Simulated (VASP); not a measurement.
# Zr (P6/mmm) in VASP: further runs

The runs below take Zr through single point, with PBE.

Program: VASP 6.6.1. These are calculated values, not measurements. Logs are shortened: lines on timing, memory, paths and dates and some standing lists are left out, and cuts for length are marked.

## (1) The cell of the first run

The structure is hexagonal, space group P6/mmm (No. 191). The conventional cell has a = 5.011 Å, b = 5.011 Å, c = 3.129 Å, α = 90.00°, β = 90.00°, γ = 120.00°. Within 4.1 Å of Zr (site symmetry 6/mmm) lie 14 Zr at 3.13 to 3.29 Å. Zr (site symmetry -6m2) has 11 Zr at 2.89 to 3.29 Å within 3.8 Å.

This isn't the form of Zr at room conditions, which is hcp.

## (2) Single point, PBE

Input file INCAR:

```
SYSTEM = Zr
ALGO     = Normal         ! electronic algorithm
EDIFF    = 1E-6           ! SCF threshold, eV
ENCUT    = 520            ! plane-wave cutoff, eV
GGA      = PE             ! functional
ISIF     = 2              ! what is computed and relaxed
ISMEAR   = -1             ! smearing method
LASPH    = .TRUE.         ! aspherical terms in the spheres
LCHARG   = .FALSE.        ! write CHGCAR
LREAL    = .FALSE.        ! projectors in reciprocal space
LWAVE    = .FALSE.        ! write WAVECAR
NBANDS   = 25             ! bands
NELM     = 100            ! most SCF steps
PREC     = Accurate       ! precision mode
SIGMA    = 0.05           ! smearing width, eV
```

Input file KPOINTS:

```
k-points
0
G
  7 7 10
  0 0 0
```

Input file POSCAR:

```
Zr
1.0
    5.0112053439      0.0000000000      0.0000000000
   -2.5056026720      4.3398311314      0.0000000000
    0.0000000000      0.0000000000      3.1292289830
Zr
3
Direct
    0.0000000000      0.0000000000      0.0000000000
    0.3333333333      0.6666666667      0.5000000000
    0.6666666667      0.3333333333      0.5000000000
```

Potentials or basis: VASP PAW PBE potentials, release 64 (Zr_sv).

On the command line:

```sh
$ cat potpaw_PBE.64/Zr_sv/POTCAR > POTCAR
$ mpirun -np 1 vasp_std > vasp.out
```

OUTCAR:

```text
SYSTEM = Zr
   EDIFF = 1E-6
   ENCUT = 520
   GGA = PE
   ISIF = 2
   ISMEAR = -1
   LASPH = .TRUE.
   LREAL = .FALSE.
   NELM = 100
   PREC = Accurate

 ion  position               nearest neighbor table
   1  0.000  0.000  0.000-   2 3.29   3 3.29   2 3.29   3 3.29   3 3.29   3 3.29   2 3.29   2 3.29
                             3 3.29   3 3.29   2 3.29   2 3.29
   2  0.333  0.667  0.500-   3 2.89   3 2.89   3 2.89   1 3.29   1 3.29   1 3.29   1 3.29   1 3.29
                             1 3.29
   3  0.667  0.333  0.500-   2 2.89   2 2.89   2 2.89   1 3.29   1 3.29   1 3.29   1 3.29   1 3.29
                             1 3.29

  LATTYP: Found a hexagonal cell.
 ALAT       =     5.0112053439
 C/A-ratio  =     0.6244463693

  Lattice vectors:

 A1 = (   5.0112053439,   0.0000000000,   0.0000000000)
 A2 = (  -2.5056026720,   4.3398311314,   0.0000000000)
 A3 = (   0.0000000000,   0.0000000000,   3.1292289830)

Analysis of symmetry for initial positions (statically):
=====================================================================
 Subroutine PRICEL returns:
 Original cell was already a primitive cell.

 Routine SETGRP: Setting up the symmetry group for a
 hexagonal supercell.

 Subroutine GETGRP returns: Found 24 space group operations
 (whereof 24 operations were pure point group operations)
 out of a pool of 24 trial point group operations.

The static configuration has the point symmetry D_6h.

Analysis of symmetry for dynamics (positions and initial velocities):
=====================================================================
 Subroutine PRICEL returns:
 Original cell was already a primitive cell.

 Routine SETGRP: Setting up the symmetry group for a
 hexagonal supercell.

 Subroutine GETGRP returns: Found 24 space group operations
 (whereof 24 operations were pure point group operations)
 out of a pool of 24 trial point group operations.

The dynamic configuration has the point symmetry D_6h.

 Subroutine INISYM returns: Found 24 space group operations
 (whereof 24 operations are pure point group operations),
 and found     1 'primitive' translations

----------------------------------------------------------------------------------------

                                     Primitive cell

  volume of cell :      68.0538

  direct lattice vectors                    reciprocal lattice vectors
     5.011205344  0.000000000  0.000000000     0.199552788  0.115211856  0.000000000
    -2.505602672  4.339831131  0.000000000     0.000000000  0.230423712  0.000000000
     0.000000000  0.000000000  3.129228983     0.000000000  0.000000000  0.319567537

  length of vectors
     5.011205344  5.011205344  3.129228983     0.230423712  0.230423712  0.319567537

  position of ions in fractional coordinates (direct lattice)
     0.000000000  0.000000000  0.000000000
     0.333333333  0.666666667  0.500000000
     0.666666667  0.333333333  0.500000000

  ion indices of the primitive-cell ions
   primitive index   ion index
                 1           1
                 2           2
                 3           3

----------------------------------------------------------------------------------------

 KPOINTS: k-points

Automatic generation of k-mesh.
 Grid dimensions read from file:
 generate k-points for:    7    7   10

 Generating k-lattice:

  Cartesian coordinates                     Fractional coordinates (reciprocal lattice)
     0.028507541  0.016458837  0.000000000     0.142857143 -0.000000000  0.000000000
     0.000000000  0.032917673  0.000000000     0.000000000  0.142857143  0.000000000
     0.000000000  0.000000000  0.031956754     0.000000000  0.000000000  0.100000000

  Length of vectors
     0.032917673  0.032917673  0.031956754

  Shift w.r.t. Gamma in fractional coordinates (k-lattice)
     0.000000000  0.000000000  0.000000000

 Subroutine IBZKPT returns following result:
 ===========================================

 Found     48 irreducible k-points:

 Following reciprocal coordinates:
            Coordinates               Weight
  0.000000  0.000000  0.000000      1.000000
  0.142857  0.000000  0.000000      6.000000
  0.285714  0.000000  0.000000      6.000000
  0.428571  0.000000  0.000000      6.000000
  0.142857  0.142857  0.000000      6.000000
  0.285714  0.142857  0.000000     12.000000
[... 16 lines left out ...]
  0.428571  0.142857  0.200000     12.000000
  0.285714  0.285714  0.200000     12.000000
 [... further k-points ...]
   k-points           NKPTS =     48   k-points in BZ     NKDIM =     48   number of bands    NBANDS=     25
   number of dos      NEDOS =    301   number of ions     NIONS =      3
   total plane-waves  NPLWV =  38400
   dimension x,y,z NGX =    40 NGY =   40 NGZ =   24
   dimension x,y,z NGXF=    80 NGYF=   80 NGZF=   48
   ions per type =               3
   NGX,Y,Z   is equivalent  to a cutoff of  13.27, 13.27, 12.75 a.u.
   NGXF,Y,Z  is equivalent  to a cutoff of  26.54, 26.54, 25.50 a.u.
 SYSTEM =  Zr
   PREC   = accura    normal or accurate (medium, high low for compatibility)
   ISTART =      0    job   : 0-new  1-cont  2-samecut
   ICHARG =      2    charge: 1-file 2-atom 10-const
   ISPIN  =      1    spin polarized calculation?
   LNONCOLLINEAR =      F non collinear calculations
   LSORBIT =      F    spin-orbit coupling
   LASPH  =      T    aspherical Exc in radial PAW
   ENCUT  =  520.0 eV  38.22 Ry    6.18 a.u.   9.32  9.32  5.82*2*pi/ulx,y,z
   NELM   =    100;   NELMIN=  2; NELMDL= -5     # of ELM steps
   EDIFF  = 0.1E-05   stopping-criterion for ELM
   LREAL  =      F    real-space projection
   EDIFFG = 0.1E-04   stopping-criterion for IOM
   NSW    =      0    number of steps for IOM
   IBRION =     -1    ionic relax: 0-MD 1-quasi-New 2-CG
   NFREE  =      0    steps in history (QN), initial steepest desc. (CG)
   ISIF   =      2    stress and relaxation
   ISYM   =      2    0-nonsym 1-usesym 2-fastsym
   POTIM  = 0.5000    time-step for ionic-motion
   TEBEG  =    0.0;   TEEND  =   0.0 temperature during run
   PSTRESS=    0.0 pullay stress
   NELECT =      36.0000    total number of electrons
   NUPDOWN=      -1.0000    fix difference up-down
   EMIN   =  10.00;   EMAX   =-10.00  energy-range for DOS
   EFERMI =   0.00;   METHOD = LEGACY
   ISMEAR =    -1;   SIGMA  =   0.05  broadening in eV -4-tet -1-fermi 0-gaus
   EFERMI_NEDOS =   21; number of points for ismear=-14 and -15
   IALGO  =     38    algorithm
   IMIX   =      4    mixing-type and parameters
     AMIX     =   0.40;   BMIX     =  1.00
     AMIX_MAG =   1.60;   BMIX_MAG =  1.00
  volume/ion in A,a.u.               =      22.68       153.08
  Fermi-wavevector in a.u.,A,eV,Ry     =   1.324011  2.502018 23.851077  1.753005
  Thomas-Fermi vector in A             =   2.453577
   LORBIT       =      0    0 simple, 1 ext, 2 COOP (PROOUT), +10 PAW based schemes
   GGA     = PE    functional components
   LHFCALC =     F    Hartree Fock is set to
   AEXX    =    0.0000 exact exchange contribution
   IVDW    =     0    specifies the selected vdW correction
   LEPSILON=     F    determine dielectric tensor
   LRPA    =     F    only Hartree local field effects (RPA)
 non-spin polarized calculation
  energy-cutoff  :      520.00
  volume of cell :       68.05
 maximum number of plane-waves:      1854
 NGX is ok and might be reduce to    40
   NGX = 19   NGY = 19   NGZ = 11

 number of electron      36.0000000 magnetization

 Free energy of the ion-electron system (eV)
  ---------------------------------------------------
  ext. energy  EPLUGINS =         0.00000000
  ---------------------------------------------------
  free energy    TOTEN  =       -25.56928500 eV

  energy without entropy =      -25.54841846  energy(sigma->0) =      -25.55885173

 E-fermi :   9.1679     XC(G=0): -11.1987

 val. band max:        9.1381165047   @ k =   0.2857   0.2857   0.0000
 cond. band min:       9.2098150869   @ k =   0.2857   0.2857   0.3000
 fundamental gap:      0.0716985822
 Fermi energy:         9.1678519015

 k-point     1 :       0.0000    0.0000    0.0000
  band No.  band energies     occupation
      1     -39.6730      2.00000
      2     -39.4089      2.00000
      3     -39.2059      2.00000
      4     -17.8311      2.00000
      5     -17.8311      2.00000
      6     -17.8183      2.00000
[... 17 lines left out ...]
     24      11.4214      0.00000
     25      11.4842      0.00000

 k-point     2 :       0.1429    0.0000    0.0000
  band No.  band energies     occupation
      1     -39.6690      2.00000
      2     -39.4033      2.00000
      3     -39.2159      2.00000
      4     -17.9661      2.00000
      5     -17.9303      2.00000
      6     -17.6774      2.00000
[... 17 lines left out ...]
     24      11.0342      0.00000
     25      12.1291      0.00000

 k-point     3 :       0.2857    0.0000    0.0000
  band No.  band energies     occupation
      1     -39.6606      2.00000
      2     -39.3861      2.00000
      3     -39.2429      2.00000
      4     -18.0759      2.00000
      5     -17.9262      2.00000
      6     -17.5533      2.00000
[... 17 lines left out ...]
     24      11.6603      0.00000
     25      12.8342      0.00000

 k-point     4 :       0.4286    0.0000    0.0000
  band No.  band energies     occupation
      1     -39.6542      2.00000
      2     -39.3624      2.00000
      3     -39.2739      2.00000
      4     -18.1359      2.00000
      5     -17.8164      2.00000
      6     -17.5951      2.00000
[... 17 lines left out ...]
     24      12.0256      0.00000
     25      12.5351      0.00000
[... 477 lines left out ...]
 k-point    22 :       0.2857    0.1429    0.2000
  band No.  band energies     occupation
      1     -39.6335      2.00000
      2     -39.3482      2.00000
      3     -39.2453      2.00000
      4     -18.0115      2.00000
      5     -17.8796      2.00000
      6     -17.6660      2.00000
[... 17 lines left out ...]
     24      11.9121      0.00000
     25      12.3473      0.00000

 k-point    23 :       0.4286    0.1429    0.2000
  band No.  band energies     occupation
      1     -39.6316      2.00000
      2     -39.3282      2.00000
      3     -39.2677      2.00000
      4     -18.0307      2.00000
      5     -17.7881      2.00000
      6     -17.7711      2.00000
[... 17 lines left out ...]
     24      12.1949      0.00000
     25      12.6283      0.00000

 k-point    24 :       0.2857    0.2857    0.2000
  band No.  band energies     occupation
      1     -39.6312      2.00000
      2     -39.3186      2.00000
      3     -39.2777      2.00000
      4     -17.9791      2.00000
      5     -17.8595      2.00000
      6     -17.7738      2.00000
[... 17 lines left out ...]
     24      12.3564      0.00000
     25      12.5820      0.00000

 [... further k-points ...]

------------------------ aborting loop because EDIFF is reached ----------------------------------------

  FORCE on cell =-STRESS in cart. coord.  units (eV):
  Direction    XX          YY          ZZ          XY          YZ          ZX
  --------------------------------------------------------------------------------------
  -------------------------------------------------------------------------------------
  Total        0.7808867      0.7808867      0.7705257     -0.0000000      0.0000000     -0.0000000
  in kB       18.3842632     18.3842632     18.1403354     -0.0000000      0.0000000     -0.0000000
  external PRESSURE =      18.3029540 kB  Pullay stress =       0.0000000 kB

 VOLUME and BASIS-vectors are now :
 -----------------------------------------------------------------------------
  energy-cutoff  :      520.00
  volume of cell :       68.05
      direct lattice vectors                 reciprocal lattice vectors
     5.011205344  0.000000000  0.000000000     0.199552788  0.115211856  0.000000000
    -2.505602672  4.339831131  0.000000000     0.000000000  0.230423712  0.000000000
     0.000000000  0.000000000  3.129228983     0.000000000  0.000000000  0.319567537

 POSITION                                       TOTAL-FORCE (eV/Angst)
 -----------------------------------------------------------------------------------
      0.00000      0.00000      0.00000         0.000000      0.000000      0.000000
     -0.00000      2.89322      1.56461         0.000000      0.000000     -0.000000
      2.50560      1.44661      1.56461        -0.000000      0.000000      0.000000
 -----------------------------------------------------------------------------------
    total drift:                                0.000000      0.000000      0.000000

  FREE ENERGIE OF THE ION-ELECTRON SYSTEM (eV)
  ---------------------------------------------------
  free  energy   TOTEN  =       -25.5692849951 eV

  energy  without entropy=      -25.5484184650  energy(sigma->0) =      -25.55885173
```

Wall time 1.7 min (1 thread of AMD EPYC 7R13, shared host); peak memory 0.19 GiB.

What came out:

```yaml
Free_energy: -25.5693 eV
Pressure: 1.8 GPa
Band_gap_on_the_k_mesh: zero (bands 18 and 19 overlap by 0.48 eV)
```

Levels at points of the mesh, in eV from the Fermi level:
| k point | band 14 | band 15 | band 16 | band 17 | band 18 | band 19 | band 20 | band 21 | band 22 | band 23 |
| --- | --- | --- | --- | --- | --- | --- | --- | --- | --- | --- |
| (0.00, 0.00, 0.00) | -2.42 | -0.51 | -0.51 | -0.47 | -0.47 | -0.19 | 0.83 | 1.63 | 1.63 | 2.25 |
| (0.00, 0.00, 0.50) | -2.56 | -2.14 | -1.92 | -1.92 | -1.38 | 1.20 | 1.20 | 1.67 | 1.67 | 4.30 |

## (3) Single point, PBE

Input file INCAR:

```
SYSTEM = Zr
ALGO = Normal ; EDIFF = 1E-6
ENCUT = 520 ; GGA = PE
ISIF = 2 ; ISMEAR = -1
LASPH = .True. ; LCHARG = .False.
LREAL = .False. ; LWAVE = .False.
NBANDS = 25 ; NELM = 60
PREC = Accurate ; SIGMA = 0.05
```

Input file KPOINTS:

```
k-points
0
Gamma
  7 7 10
  0 0 0
```

Edit POSCAR of step 2 so:

```diff
@@ -2,3 +2,3 @@
 1.0
-    5.0112053439      0.0000000000      0.0000000000
+    5.0112053440      0.0000000000      0.0000000000
    -2.5056026720      4.3398311314      0.0000000000
```

Potentials or basis: VASP PAW PBE potentials, release 64 (Zr_sv).

On the command line:

```sh
$ cat potpaw_PBE.64/Zr_sv/POTCAR > POTCAR
$ mpirun -np 1 vasp_std > vasp.out
```

It took 1.9 min on 1 thread of AMD EPYC 7R13, shared host; peak memory 0.19 GiB.

The run converged. Its results:

* Free energy: -25.5693 eV
* Pressure: 1.8 GPa
* Band gap on the k mesh: zero (bands 18 and 19 overlap by 0.48 eV)

Levels at points of the mesh, in eV from the Fermi level:
| k point | band 15 | band 16 | band 17 | band 18 | band 19 | band 20 | band 21 | band 22 |
| --- | --- | --- | --- | --- | --- | --- | --- | --- |
| (0.00, 0.00, 0.00) | -0.51 | -0.51 | -0.47 | -0.47 | -0.19 | 0.83 | 1.63 | 1.63 |
| (0.00, 0.00, 0.50) | -2.14 | -1.92 | -1.92 | -1.38 | 1.20 | 1.20 | 1.67 | 1.67 |

The gap in the log of VASP goes by the Fermi energy; the results here count the filled bands.